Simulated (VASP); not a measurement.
Runs of VASP 6.6.1 on Mg2Si3N. The structure is that of space group Cmmm (No. 65), or close to it. The cells are those of the table. 

```csv
task,spin,cell,k mesh,cutoff (eV),gap on the mesh (eV),pressure (GPa),largest force (eV/Å)
single point,"collinear, ferromagnetic start","a = 5.054, b = 5.054, c = 4.052 Å, angles 90.0, 90.0, 121.9°, 6 atoms",4 × 4 × 4,520,none,18.1,(a)
relaxation of cell and atoms,off,"relaxed from a = 5.054, b = 5.054, c = 4.052 Å, angles 90.0, 90.0, 121.9°, 6 atoms",4 × 4 × 4,600,none,0.0,0.01
single point,off,"a = 5.667, b = 5.667, c = 3.649 Å, angles 90.0, 90.0, 108.6°, 6 atoms",8 × 8 × 10,520,none,-0.1,0.01
single point,off,"a = 5.660, b = 5.660, c = 3.699 Å, angles 90.0, 90.0, 109.3°, 6 atoms",4 × 4 × 6,520,none,0.0,0.03
single point,off,"a = 5.054, b = 5.054, c = 4.052 Å, angles 90.0, 90.0, 121.9°, 6 atoms",4 × 4 × 4,520,none,(b),0.77
```

Alike in all rows: level PBE; potentials or basis VASP PAW PBE potentials, release 64 (Mg, Si, N); smearing gaussian 0.1 eV.

Fill in the values left out.

(a) 0.76; (b) 18.0.

Caveats: some runs use coarse meshes.

A gap of «none» marks levels without a gap at the run's occupations.
